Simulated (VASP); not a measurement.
Runs of VASP 6.6.1 on C. The structure is that of space group I4_1/amd (No. 141), or close to it. The cells are those of the table. 

```tsv
cell	gap on the mesh (eV)	pressure (GPa)
a = 2.530, b = 2.530, c = 2.724 Å, angles 57.4, 57.4, 65.1°, 2 atoms	0.41	(b)
a = 2.577, b = 2.577, c = 2.724 Å, angles 58.1, 58.1, 63.8°, 2 atoms	1.34	-41.4
a = 2.476, b = 2.476, c = 2.623 Å, angles 58.0, 58.0, 64.0°, 2 atoms	1.26	1.3
a = 2.423, b = 2.423, c = 2.522 Å, angles 58.6, 58.6, 62.7°, 2 atoms	2.29	42.0
a = 2.476, b = 2.476, c = 2.320 Å, angles 62.1, 62.1, 55.9°, 2 atoms	2.91	(a)
```

Alike in all rows: task single point; level r2SCAN; potentials or basis VASP PAW PBE potentials, release 64 (C); no spin polarisation; k mesh 12 × 12 × 12; cutoff (eV) 520; smearing gaussian 0.05 eV.

Task: Fill in the values left out.

Result: (a) 70.6; (b) -27.8.

Caveats: the PAW data sets were made with another functional, which shifts forces and pressure a little.

A k mesh can miss the band edges.
